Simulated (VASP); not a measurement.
# Bi (Im-3m) in VASP: a series of runs

The runs below take Bi through single point, with LDA.

Everything below comes from runs of VASP 6.6.1. Logs are shortened: lines on timing, memory, paths and dates and some standing lists are left out, and cuts for length are marked.

### 1 The cell of the first run

It takes space group Im-3m (No. 229, cubic). The conventional cell has a = 3.909 Å, b = 3.909 Å, c = 3.909 Å, α = 90.00°, β = 90.00°, γ = 90.00°. Within 4.5 Å of Bi (site symmetry m-3m) lie 14 Bi at 3.39 to 3.91 Å.

### 2 Single point, LDA

INCAR reads:

```
  PREC = Accurate
  ENCUT = 520
  EDIFF = 1E-7
  ISMEAR = -1
  SIGMA = 0.05
  LREAL = F
  LASPH = T
  NELM = 80
  ALGO = Fast
  ISIF = 2
  LWAVE = F
  LCHARG = F
  NBANDS = 14
```

KPOINTS reads:

```
regular mesh
0
Gamma
  9 9 9
```

POSCAR reads:

```
Bi
1.0
   -1.9546511608      1.9546511608      1.9546511608
    1.9546511608     -1.9546511608      1.9546511608
    1.9546511608      1.9546511608     -1.9546511608
Bi
1
Direct
    0.0000000000      0.0000000000      0.0000000000
```

Potentials or basis: VASP PAW LDA potentials, release 64 (Bi_d).

Command:

```sh
$ cat potpaw_LDA.64/Bi_d/POTCAR > POTCAR
$ mpirun -np 1 vasp_std > vasp.out
```

OUTCAR:

```text
PREC = Accurate
   ENCUT = 520
   EDIFF = 1E-7
   ISMEAR = -1
   LREAL = F
   LASPH = T
   NELM = 80
   ISIF = 2

 ion  position               nearest neighbor table
   1  0.000  0.000  0.000-

  LATTYP: Found a body centered cubic cell.
 ALAT       =     3.9093023216

  Lattice vectors:

 A1 = (  -1.9546511608,   1.9546511608,   1.9546511608)
 A2 = (   1.9546511608,  -1.9546511608,   1.9546511608)
 A3 = (   1.9546511608,   1.9546511608,  -1.9546511608)

Analysis of symmetry for initial positions (statically):
=====================================================================
 Subroutine PRICEL returns:
 Original cell was already a primitive cell.

 Routine SETGRP: Setting up the symmetry group for a
 body centered cubic supercell.

 Subroutine GETGRP returns: Found 48 space group operations
[... 9 lines left out ...]

 Routine SETGRP: Setting up the symmetry group for a
 body centered cubic supercell.

 Subroutine GETGRP returns: Found 48 space group operations
[... 11 lines left out ...]
                                     Primitive cell

  volume of cell :      29.8722

  direct lattice vectors                    reciprocal lattice vectors
    -1.954651161  1.954651161  1.954651161     0.000000000  0.255800119  0.255800119
     1.954651161 -1.954651161  1.954651161     0.255800119  0.000000000  0.255800119
     1.954651161  1.954651161 -1.954651161     0.255800119  0.255800119  0.000000000

  length of vectors
     3.385555122  3.385555122  3.385555122     0.361755998  0.361755998  0.361755998

  position of ions in fractional coordinates (direct lattice)
     0.000000000  0.000000000  0.000000000

  ion indices of the primitive-cell ions
   primitive index   ion index
                 1           1

----------------------------------------------------------------------------------------

 KPOINTS: regular mesh

Automatic generation of k-mesh.
 Grid dimensions read from file:
 generate k-points for:    9    9    9

 Generating k-lattice:

  Cartesian coordinates                     Fractional coordinates (reciprocal lattice)
     0.000000000  0.028422235  0.028422235     0.111111111  0.000000000  0.000000000
     0.028422235  0.000000000  0.028422235     0.000000000  0.111111111  0.000000000
     0.028422235  0.028422235  0.000000000     0.000000000  0.000000000  0.111111111

  Length of vectors
     0.040195111  0.040195111  0.040195111

  Shift w.r.t. Gamma in fractional coordinates (k-lattice)
     0.000000000  0.000000000  0.000000000

 Subroutine IBZKPT returns following result:
 ===========================================

 Found     35 irreducible k-points:

 Following reciprocal coordinates:
            Coordinates               Weight
  0.000000  0.000000  0.000000      1.000000
  0.111111  0.000000  0.000000     12.000000
  0.222222  0.000000  0.000000     12.000000
  0.333333  0.000000  0.000000     12.000000
  0.444444  0.000000  0.000000     12.000000
  0.111111  0.111111  0.000000     24.000000
[... 16 lines left out ...]
 -0.333333  0.444444  0.111111     48.000000
 -0.444444 -0.444444  0.111111     24.000000
 [... further k-points ...]
   k-points           NKPTS =     35   k-points in BZ     NKDIM =     35   number of bands    NBANDS=     14
   number of dos      NEDOS =    301   number of ions     NIONS =      1
   total plane-waves  NPLWV =  21952
   dimension x,y,z NGX =    28 NGY =   28 NGZ =   28
   dimension x,y,z NGXF=    56 NGYF=   56 NGZF=   56
   ions per type =               1
   NGX,Y,Z   is equivalent  to a cutoff of  13.75, 13.75, 13.75 a.u.
   NGXF,Y,Z  is equivalent  to a cutoff of  27.50, 27.50, 27.50 a.u.
 SYSTEM =  unknown system
   PREC   = accura    normal or accurate (medium, high low for compatibility)
   ISTART =      0    job   : 0-new  1-cont  2-samecut
   ICHARG =      2    charge: 1-file 2-atom 10-const
   ISPIN  =      1    spin polarized calculation?
   LNONCOLLINEAR =      F non collinear calculations
   LSORBIT =      F    spin-orbit coupling
   LASPH  =      T    aspherical Exc in radial PAW
   ENCUT  =  520.0 eV  38.22 Ry    6.18 a.u.   6.29  6.29  6.29*2*pi/ulx,y,z
   NELM   =     80;   NELMIN=  2; NELMDL= -5     # of ELM steps
   EDIFF  = 0.1E-06   stopping-criterion for ELM
   LREAL  =      F    real-space projection
   EDIFFG = 0.1E-05   stopping-criterion for IOM
   NSW    =      0    number of steps for IOM
   IBRION =     -1    ionic relax: 0-MD 1-quasi-New 2-CG
[... 8 lines left out ...]
   EMIN   =  10.00;   EMAX   =-10.00  energy-range for DOS
   EFERMI =   0.00;   METHOD = LEGACY
   ISMEAR =    -1;   SIGMA  =   0.05  broadening in eV -4-tet -1-fermi 0-gaus
   EFERMI_NEDOS =   21; number of points for ismear=-14 and -15
   IALGO  =     68    algorithm
   IMIX   =      4    mixing-type and parameters
     AMIX     =   0.40;   BMIX     =  1.00
     AMIX_MAG =   1.60;   BMIX_MAG =  1.00
  volume/ion in A,a.u.               =      29.87       201.59
  Fermi-wavevector in a.u.,A,eV,Ry     =   1.301216  2.458941 23.036875  1.693163
  Thomas-Fermi vector in A             =   2.432364
   LORBIT       =      0    0 simple, 1 ext, 2 COOP (PROOUT), +10 PAW based schemes
   GGA     = CA    functional components
   LHFCALC =     F    Hartree Fock is set to
   AEXX    =    0.0000 exact exchange contribution
   IVDW    =     0    specifies the selected vdW correction
   LEPSILON=     F    determine dielectric tensor
   LRPA    =     F    only Hartree local field effects (RPA)
 non-spin polarized calculation
 RMM-DIIS sequential band-by-band and
  energy-cutoff  :      520.00
  volume of cell :       29.87
 maximum number of plane-waves:       816
 NGX is ok and might be reduce to    28
   NGX = 13   NGY = 13   NGZ = 13

 number of electron      15.0000001 magnetization

 Free energy of the ion-electron system (eV)
  ---------------------------------------------------
  ext. energy  EPLUGINS =         0.00000000
  ---------------------------------------------------
  free energy    TOTEN  =        -4.48004596 eV

  energy without entropy =       -4.47574080  energy(sigma->0) =       -4.47789338

 E-fermi :   8.2704     XC(G=0): -10.7249

 val. band max:        8.2417699516   @ k =   0.2222   0.0000   0.0000
 cond. band min:       8.2834556708   @ k =  -0.2222   0.2222   0.1111
 fundamental gap:      0.0416857192
 Fermi energy:         8.2703565593

 k-point     1 :       0.0000    0.0000    0.0000
  band No.  band energies     occupation
      1     -14.8048      2.00000
      2     -14.8048      2.00000
      3     -14.8048      2.00000
      4     -14.6554      2.00000
      5     -14.6554      2.00000
      6      -5.6247      2.00000
      7      13.5454      0.00000
      8      13.5454      0.00000
      9      13.5454      0.00000
     10      17.9689      0.00000
     11      18.7250      0.00000
     12      18.7250      0.00000
     13      18.7250      0.00000
     14      20.1813      0.00000

 k-point     2 :       0.1111    0.0000    0.0000
  band No.  band energies     occupation
      1     -14.8102      2.00000
      2     -14.7959      2.00000
      3     -14.7769      2.00000
      4     -14.6616      2.00000
      5     -14.6564      2.00000
      6      -5.3888      2.00000
      7      11.4891      0.00000
      8      12.8674      0.00000
      9      13.3227      0.00000
     10      17.1706      0.00000
     11      17.8876      0.00000
     12      18.4930      0.00000
     13      19.4024      0.00000
     14      21.1338      0.00000

 k-point     3 :       0.2222    0.0000    0.0000
  band No.  band energies     occupation
      1     -14.8241      2.00000
      2     -14.7783      2.00000
      3     -14.7054      2.00000
      4     -14.6733      2.00000
      5     -14.6589      2.00000
      6      -4.6957      2.00000
      7       8.2418      1.27833
      8      11.5881      0.00000
      9      12.7527      0.00000
     10      15.7448      0.00000
     11      16.9359      0.00000
     12      18.7024      0.00000
     13      20.4481      0.00000
     14      23.2662      0.00000

 k-point     4 :       0.3333    0.0000    0.0000
  band No.  band energies     occupation
      1     -14.8398      2.00000
      2     -14.7729      2.00000
      3     -14.6738      2.00000
      4     -14.6616      2.00000
      5     -14.6227      2.00000
      6      -3.6281      2.00000
      7       5.2760      2.00000
      8      10.4919      0.00000
      9      12.1459      0.00000
     10      14.8594      0.00000
     11      16.2925      0.00000
     12      19.5879      0.00000
     13      21.1735      0.00000
     14      25.5127      0.00000

 k-point     5 :       0.4444    0.0000    0.0000
  band No.  band energies     occupation
      1     -14.8500      2.00000
      2     -14.7789      2.00000
      3     -14.6654      2.00000
      4     -14.6634      2.00000
      5     -14.5679      2.00000
      6      -2.5542      2.00000
      7       3.2167      2.00000
      8       9.8876      0.00000
      9      11.7818      0.00000
     10      14.4387      0.00000
     11      15.9730      0.00000
[... 276 lines left out ...]
 k-point    22 :      -0.4444    0.4444    0.1111
  band No.  band energies     occupation
      1     -14.8195      2.00000
      2     -14.7686      2.00000
      3     -14.6823      2.00000
      4     -14.6697      2.00000
      5     -14.5706      2.00000
      6      -2.3619      2.00000
      7       3.4704      2.00000
      8       9.2311      0.00000
      9      10.6650      0.00000
     10      15.7676      0.00000
     11      16.9757      0.00000
     12      18.2631      0.00000
     13      20.2622      0.00000
     14      26.7127      0.00000

 k-point    23 :      -0.3333    0.4444    0.1111
  band No.  band energies     occupation
      1     -14.7907      2.00000
      2     -14.7501      2.00000
      3     -14.6955      2.00000
      4     -14.6748      2.00000
      5     -14.5979      2.00000
      6      -2.5198      2.00000
      7       4.6036      2.00000
      8       7.6785      1.99999
      9      11.0155      0.00000
     10      15.6074      0.00000
     11      16.6143      0.00000
     12      19.7913      0.00000
     13      20.0573      0.00000
     14      23.7955      0.00000

 k-point    24 :      -0.4444   -0.4444    0.1111
  band No.  band energies     occupation
      1     -14.7937      2.00000
      2     -14.7545      2.00000
      3     -14.7029      2.00000
      4     -14.6617      2.00000
      5     -14.5756      2.00000
      6      -1.9035      2.00000
      7       3.6218      2.00000
      8       7.2971      2.00000
      9      10.9355      0.00000
     10      15.7768      0.00000
     11      17.2473      0.00000
     12      18.2663      0.00000
     13      19.8348      0.00000
     14      26.1742      0.00000

 [... further k-points ...]
[... 5 lines left out ...]
  --------------------------------------------------------------------------------------
  -------------------------------------------------------------------------------------
  Total       -0.1881419     -0.1881419     -0.1881419      0.0000000     -0.0000000      0.0000000
  in kB      -10.0908661    -10.0908661    -10.0908661      0.0000000     -0.0000000      0.0000000
  external PRESSURE =     -10.0908661 kB  Pullay stress =       0.0000000 kB

 VOLUME and BASIS-vectors are now :
 -----------------------------------------------------------------------------
  energy-cutoff  :      520.00
  volume of cell :       29.87
      direct lattice vectors                 reciprocal lattice vectors
    -1.954651161  1.954651161  1.954651161     0.000000000  0.255800119  0.255800119
     1.954651161 -1.954651161  1.954651161     0.255800119  0.000000000  0.255800119
     1.954651161  1.954651161 -1.954651161     0.255800119  0.255800119  0.000000000

 POSITION                                       TOTAL-FORCE (eV/Angst)
 -----------------------------------------------------------------------------------
      0.00000      0.00000      0.00000         0.000000      0.000000      0.000000
 -----------------------------------------------------------------------------------
    total drift:                               -0.000000     -0.000000     -0.000000

  FREE ENERGIE OF THE ION-ELECTRON SYSTEM (eV)
  ---------------------------------------------------
  free  energy   TOTEN  =        -4.4800459588 eV

  energy  without entropy=       -4.4757407960  energy(sigma->0) =       -4.47789338
```

Run time: 8.7 s. Hardware: 1 thread of Intel Xeon Platinum 8481C at 2.70GHz (Sapphire Rapids), shared host; peak memory 0.14 GiB.

What came out:

| Property | Result |
| --- | --- |
| Free energy | -4.4800 eV |
| Pressure | -1.0 GPa |

Levels at points of the mesh, in eV from the Fermi level:
```
           k point  band 5  band 6  band 7  band 8  band 9  band 10
(0.00, 0.00, 0.00)  -22.93  -13.90    5.28    5.28    5.28     9.70
```

Caveat: spin-orbit coupling is left out, which moves the levels of the heavy elements.

### 3 Single point, LDA

This run uses another cell than the first one, of 30.49 Å³/atom, 1.021 times its volume.

INCAR reads:

```
  ALGO = Normal
  EDIFF = 1E-7
  ENCUT = 520
  ISIF = 2
  ISMEAR = -1
  LASPH = True
  LCHARG = True
  LELF = True
  LREAL = False
  LVHAR = True
  LWAVE = False
  NBANDS = 14
  NELM = 80
  PREC = Accurate
  SIGMA = 0.05
```

KPOINTS reads:

```
k-points
0
Gamma
  9 9 9
```

POSCAR reads:

```
Bi
1.0
   -1.9681319396      1.9681319396      1.9681319396
    1.9681319396     -1.9681319396      1.9681319396
    1.9681319396      1.9681319396     -1.9681319396
Bi
1
Direct
    0.0000000000      0.0000000000      0.0000000000
```

Potentials or basis: VASP PAW LDA potentials, release 64 (Bi_d).

Command:

```sh
$ cat potpaw_LDA.64/Bi_d/POTCAR > POTCAR
$ mpirun -np 1 vasp_std > vasp.out
```

It took 7.9 s on 1 thread of Intel Xeon Platinum 8481C at 2.70GHz (Sapphire Rapids), shared host; peak memory 0.14 GiB.

Results (log left out):

* Free energy: -4.4741 eV
* Pressure: -2.2 GPa

Levels at points of the mesh, in eV from the Fermi level:
```tsv
k point	band 3	band 4	band 5	band 6	band 7	band 8	band 9	band 10	band 11	band 12
(0.00, 0.00, 0.00)	-23.02	-22.88	-22.88	-13.71	5.15	5.15	5.15	9.45	10.49	10.49
```

Caveat: spin-orbit coupling is left out, which moves the levels of the heavy elements.

### 4 Single point, LDA

This run uses another cell than the first one, of 31.12 Å³/atom, 1.042 times its volume.

INCAR reads:

```
ALGO = Normal
EDIFF = 1E-6
ENCUT = 520
ISIF = 2
ISMEAR = -1
LASPH = T
LCHARG = F
LREAL = F
LWAVE = F
NBANDS = 14
NELM = 60
PREC = Accurate
SIGMA = 0.05
```

KPOINTS is that of step 3.

POSCAR reads:

```
Bi
1.0
   -1.9814305318      1.9814305318      1.9814305318
    1.9814305318     -1.9814305318      1.9814305318
    1.9814305318      1.9814305318     -1.9814305318
Bi
1
Direct
    0.0000000000      0.0000000000      0.0000000000
```

Potentials or basis: VASP PAW LDA potentials, release 64 (Bi_d).

Command:

```sh
$ cat potpaw_LDA.64/Bi_d/POTCAR > POTCAR
$ mpirun -np 1 vasp_std > vasp.out
```

OUTCAR:

```text
EDIFF = 1E-6
   ENCUT = 520
   ISIF = 2
   ISMEAR = -1
   LASPH = T
   LREAL = F
   NELM = 60
   PREC = Accurate

 ion  position               nearest neighbor table
   1  0.000  0.000  0.000-

  LATTYP: Found a body centered cubic cell.
 ALAT       =     3.9628610636

  Lattice vectors:

 A1 = (  -1.9814305318,   1.9814305318,   1.9814305318)
 A2 = (   1.9814305318,  -1.9814305318,   1.9814305318)
 A3 = (   1.9814305318,   1.9814305318,  -1.9814305318)

Analysis of symmetry for initial positions (statically):
=====================================================================
 Subroutine PRICEL returns:
 Original cell was already a primitive cell.

 Routine SETGRP: Setting up the symmetry group for a
 body centered cubic supercell.

 Subroutine GETGRP returns: Found 48 space group operations
[... 9 lines left out ...]

 Routine SETGRP: Setting up the symmetry group for a
 body centered cubic supercell.

 Subroutine GETGRP returns: Found 48 space group operations
[... 11 lines left out ...]
                                     Primitive cell

  volume of cell :      31.1169

  direct lattice vectors                    reciprocal lattice vectors
[... 136 lines left out ...]
 cond. band min:       7.9075025456   @ k =   0.3333   0.2222   0.1111
 fundamental gap:      0.2261567230
 Fermi energy:         7.6823213772

 k-point     1 :       0.0000    0.0000    0.0000
  band No.  band energies     occupation
      1     -15.2941      2.00000
      2     -15.2941      2.00000
      3     -15.2941      2.00000
      4     -15.1636      2.00000
      5     -15.1636      2.00000
      6      -5.8571      2.00000
      7      12.7226      0.00000
      8      12.7226      0.00000
      9      12.7226      0.00000
     10      16.9038      0.00000
     11      18.1962      0.00000
     12      18.1962      0.00000
     13      18.1962      0.00000
     14      19.3925      0.00000
[... 377 lines left out ...]
      1     -15.2833      2.00000
      2     -15.2484      2.00000
      3     -15.2046      2.00000
      4     -15.1684      2.00000
      5     -15.0932      2.00000
      6      -2.4013      2.00000
      7       3.3112      2.00000
      8       6.8209      2.00000
      9      10.2761      0.00000
     10      15.1098      0.00000
     11      16.5676      0.00000
     12      17.6204      0.00000
     13      19.0935      0.00000
     14      25.3582      0.00000

 [... further k-points ...]
[... 5 lines left out ...]
  --------------------------------------------------------------------------------------
  -------------------------------------------------------------------------------------
  Total       -0.6253894     -0.6253894     -0.6253894      0.0000000     -0.0000000      0.0000000
  in kB      -32.2006443    -32.2006443    -32.2006443      0.0000000     -0.0000000      0.0000000
  external PRESSURE =     -32.2006443 kB  Pullay stress =       0.0000000 kB

 VOLUME and BASIS-vectors are now :
 -----------------------------------------------------------------------------
  energy-cutoff  :      520.00
  volume of cell :       31.12
      direct lattice vectors                 reciprocal lattice vectors
    -1.981430532  1.981430532  1.981430532     0.000000000  0.252342937  0.252342937
     1.981430532 -1.981430532  1.981430532     0.252342937  0.000000000  0.252342937
     1.981430532  1.981430532 -1.981430532     0.252342937  0.252342937  0.000000000

 POSITION                                       TOTAL-FORCE (eV/Angst)
 -----------------------------------------------------------------------------------
      0.00000      0.00000      0.00000         0.000000      0.000000      0.000000
 -----------------------------------------------------------------------------------
    total drift:                               -0.000000     -0.000000     -0.000000

  FREE ENERGIE OF THE ION-ELECTRON SYSTEM (eV)
  ---------------------------------------------------
  free  energy   TOTEN  =        -4.4638680938 eV

  energy  without entropy=       -4.4598262277  energy(sigma->0) =       -4.46184716
```

stdout:

```text
POSCAR found type information on POSCAR Bi
 POSCAR found :  1 types and       1 ions
 scaLAPACK will be used
 LDA part: xc-table for (Slater(with rela. corr.)+CA(PZ))
 , standard interpolation
 POSCAR, INCAR and KPOINTS ok, starting setup
 FFT: planning ... GRIDC
 FFT: planning ... GRID_SOFT
 FFT: planning ... GRID
 WAVECAR not read
 entering main loop
```

Run time: 6.7 s. Hardware: 1 thread of Intel Xeon Platinum 8481C at 2.70GHz (Sapphire Rapids), shared host; peak memory 0.14 GiB.

Results:

* Free energy: -4.4639 eV
* Pressure: -3.2 GPa

Levels at points of the mesh, in eV from the Fermi level:
```tsv
k point	band 3	band 4	band 5	band 6	band 7	band 8	band 9	band 10	band 11	band 12
(0.00, 0.00, 0.00)	-22.98	-22.85	-22.85	-13.54	5.04	5.04	5.04	9.22	10.51	10.51
```

Caveat: spin-orbit coupling is left out, which moves the levels of the heavy elements.

### 5 Summary

```tsv
cell	gap on the mesh (eV)	pressure (GPa)
a = 3.386 Å, angles 109.5°, 1 atom	none	-1.0
a = 3.409 Å, angles 109.5°, 1 atom	none	-2.2
a = 3.432 Å, angles 109.5°, 1 atom	none	-3.2
```

Alike in all rows: task single point; level LDA; potentials or basis VASP PAW LDA potentials, release 64 (Bi_d); no spin polarisation; k mesh 9 × 9 × 9; cutoff (eV) 520; smearing fermi-dirac 0.05 eV.

Caveats: spin-orbit coupling is left out, which moves the levels of the heavy elements.

Absolute energies hang on the potentials; compare differences alone.
